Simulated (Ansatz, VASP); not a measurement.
## Cu6O: VASP beside Ansatz

```
CELL_PARAMETERS angstrom
0.00000 3.73015 3.73015
3.73015 0.00000 3.73015
3.73015 3.73015 0.00000
ATOMIC_POSITIONS crystal
Cu 0.73243 0.26757 0.26757
Cu 0.26757 0.73243 0.73243
Cu 0.26757 0.73243 0.26757
Cu 0.73243 0.26757 0.73243
Cu 0.26757 0.26757 0.73243
Cu 0.73243 0.73243 0.26757
O 0.00000 0.00000 0.00000
```

Alike in both runs: functional PBE; k mesh 10 × 10 × 10; occupations gaussian, width 0.1 eV; no spin polarisation.

Ansatz relaxed the structure, and its values are those at the end. VASP's run is a single point on that final structure, the one shown.

|  | VASP | Ansatz |
| --- | --- | --- |
| version | VASP 6.6.1 | Ansatz 0.2.0 |
| potentials or method | VASP PAW PBE potentials, release 64 (Cu, O), cutoff 520 eV | scalar-relativistic, plane waves, PAW |
| valence electrons in the cell | 72 | 120 |

Ansatz gave:

```
gap on the k mesh at the Fermi level (eV) : none
pressure (GPa)                            : 0.0
rms of the force components (eV/Å)        : 0.000
```

Question: What did VASP give for the same quantities?

Answer: gap on the k mesh at the Fermi level (eV): none; pressure (GPa): 0.4; rms of the force components (eV/Å): 0.012.

A gap of «none» marks a metal or a gap that the smearing closes. VASP's potentials hold 72 valence electrons a cell and Ansatz's 120, so a difference there can come from the potentials and not from the codes.
